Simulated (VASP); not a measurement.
## GaN: single point with BLYP+D3(BJ)

Crystal: GaN.

```
Ga N
1.0
     0.00000    2.23838    2.23838
     2.23838    0.00000    2.23838
     2.23838    2.23838    0.00000
Ga N
1 1
Direct
  0.00000 0.00000 0.00000
  0.25000 0.25000 0.25000
```

```yaml
Program: VASP 6.6.1
Task: single point
Functional: BLYP
Dispersion: D3(BJ)
Potentials_or_basis: VASP PAW PBE potentials, release 64 (Ga_d, N_h)
Cutoff: 1330 eV
k_mesh: 10 × 10 × 10
Occupations: fermi-dirac, width 0.05 eV
Spin: no spin polarisation
```

```json
{
 "Pressure": "7.9 GPa",
 "Band gap on the k mesh": "1.95 eV",
 "Dispersion energy per atom": "-0.572 eV"
}
```

Levels at points of the mesh, in eV from the valence-band top:
| k point | band 5 | band 6 | band 7 | band 8 | band 9 | band 10 | band 11 | band 12 | band 13 | band 14 |
| --- | --- | --- | --- | --- | --- | --- | --- | --- | --- | --- |
| (0.00, 0.00, 0.00) | -13.23 | -13.23 | 0.00 | 0.00 | 0.00 | 1.95 | 10.44 | 10.44 | 10.44 | 18.14 |
| (0.50, 0.00, 0.00) | -13.18 | -11.92 | -7.09 | -0.99 | -0.99 | 4.82 | 8.97 | 10.54 | 10.54 | 16.08 |
| (0.50, 0.50, 0.00) | -13.15 | -11.47 | -6.18 | -2.74 | -2.74 | 3.61 | 6.82 | 11.99 | 14.15 | 14.15 |

It took 69 s on 1 thread of Intel(R) Xeon(R) Platinum 8259CL CPU @ 2.50GHz (Skylake/Cascade Lake), with other jobs on the host, peak memory 0.29 GiB.

Caveat: the cell stands under pressure; the PAW data sets were made with another functional, which shifts forces and pressure a little.
